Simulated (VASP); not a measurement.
Input of a VASP 6.6.1 run:

Contents of INCAR:

```
PREC = Accurate
ENCUT = 600
EDIFF = 1E-7
ISMEAR = 0
SIGMA = 0.1
LREAL = False
LASPH = True
NELM = 80
ALGO = Normal
ISIF = 3
LWAVE = False
LCHARG = False
GGA = PE
IBRION = 2
NSW = 100
EDIFFG = -0.005
```

KPOINTS

```
Automatic mesh
0
Gamma
  12 12 12
```

File POSCAR:

```
HgTe
1.0
    0.0000000000      3.3264078016      3.3264078016
    3.3264078016      0.0000000000      3.3264078016
    3.3264078016      3.3264078016      0.0000000000
Hg Te
1 1
Direct
    0.0000000000      0.0000000000      0.0000000000
    0.2500000000      0.2500000000      0.2500000000
```

Potentials or basis: VASP PAW PBE potentials, release 64 (Hg, Te).

Launch:

```console
$ cat potpaw_PBE.64/Hg/POTCAR potpaw_PBE.64/Te/POTCAR > POTCAR
$ mpirun -np 1 vasp_std > vasp.out
```

Problem. What does it give for the relaxed volume?

Solution. 36.84 Å³/atom.

Problem. Predict the relaxed cell.

Solution. a = 4.706 Å, b = 4.706 Å, c = 4.706 Å, α = 60.00°, β = 60.00°, γ = 60.00°.

Problem. Predict the space group after relaxing (to 0.05 Å).

Solution. F-43m (No. 216).

Final structure:
```
CELL_PARAMETERS angstrom
0.00000 3.32751 3.32751
3.32751 0.00000 3.32751
3.32751 3.32751 0.00000
ATOMIC_POSITIONS crystal
Hg 0.00000 0.00000 0.00000
Te 0.25000 0.25000 0.25000
```
